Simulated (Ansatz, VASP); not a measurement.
ZnS: VASP beside Ansatz

```xyz
4
Lattice="3.7816 -0.0095 -0.0095 -1.8990 3.2797 -0.0035 -0.0155 -0.0155 6.2090" Properties=species:S:1:pos:R:3 pbc="T T T"
Zn   -0.0044    2.1847    0.0284
Zn    1.8821    1.0806    3.1309
S    -0.0082    2.1759    2.3512
S     1.8682    1.0717    5.4536
```

Change from the starting cell: equal xy, yz and zx engineering shears of -0.5 %.

Alike in both runs: functional PBEsol; k mesh 8 × 8 × 4; no spin polarisation.

Ansatz relaxed the structure, and its values are those at the end. VASP's run is a single point on that final structure, the one shown.

|  | VASP | Ansatz |
| --- | --- | --- |
| version | VASP 6.6.1 | Ansatz 0.2.0 |
| potentials or method | VASP PAW PBE potentials, release 64 (Zn, S), cutoff 520 eV | all-electron LAPW, scalar-relativistic |
| occupations | gaussian, width 0.01 eV | fixed |

Ansatz gave:

```
gap on the k mesh at the Fermi level (eV) : 2.14
pressure (GPa)                            : 0.0
```

**Question.** Which values does VASP return?

**Answer.** gap on the k mesh at the Fermi level (eV): 2.15; pressure (GPa): 0.2.

VASP's potentials were made for PBE, not for PBEsol. Ansatz ran all-electron here, and VASP with PAW potentials.
